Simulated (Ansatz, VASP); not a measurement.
W: VASP beside Ansatz

Contents of INCAR:

```
SYSTEM = W
PREC = Accurate
ENCUT = 600
EDIFF = 1E-6
ISMEAR = -1
SIGMA = 0.08
LREAL = .FALSE.
LASPH = .TRUE.
NELM = 80
ALGO = Normal
ISIF = 3
LWAVE = .FALSE.
LCHARG = .FALSE.
GGA = PE
IBRION = 2
NSW = 60
EDIFFG = -0.005
```

Contents of KPOINTS:

```
regular mesh
0
G
  17 17 17
  0 0 0
```

The input POSCAR:

```
W
1.0
    0.0000000000      2.0060235071      2.0060235071
    2.0060235071      0.0000000000      2.0060235071
    2.0060235071      2.0060235071      0.0000000000
W
1
Direct
    0.0000000000      0.0000000000      0.0000000000
```

Input for Ansatz:

```yaml
crystal:
  lattice:
    - [0.0, 2.0060235071, 2.0060235071]
    - [2.0060235071, 0.0, 2.0060235071]
    - [2.0060235071, 2.0060235071, 0.0]
  atoms:
    - { symbol: W, position: [0.0, 0.0, 0.0] }
kpoints:
  mp_grid: { grid: [17, 17, 17] }
scf:
  occupations: { method: fermi_dirac, width: 0.08 }
hamiltonian:
  xc: pbe
  pseudopotentials: { kind: paw }
output:
  forces: true
  stress: true
  write_density: true
  write_potential: true
  elf: true
  volumetric_format: npy
relax:
  f_tol: 0.005
  max_steps: 40
  cell: {}
```

Alike in both runs: task relaxation of cell and atoms; functional PBE; k mesh 17 × 17 × 17; occupations fermi-dirac, width 0.08 eV; no spin polarisation.

|  | VASP | Ansatz |
| --- | --- | --- |
| version | VASP 6.6.1 | Ansatz 0.2.0 |
| potentials or method | VASP PAW PBE potentials, release 64 (W_sv) | PAW with Ansatz's default frozen-core files, scalar-relativistic |
| plane-wave cutoff (eV) | 600 | 420 |
| valence electrons in the cell | 14 | 14 |

|  | VASP | Ansatz | Ansatz less VASP |
| --- | --- | --- | --- |
| relaxed volume (Å³/atom) | 16.49 | 16.46 | -0.032 |
| relaxed cell length with the largest relative difference (Å) | 2.857 | 2.855 | -0.0019 |

Spin-orbit coupling is off throughout.
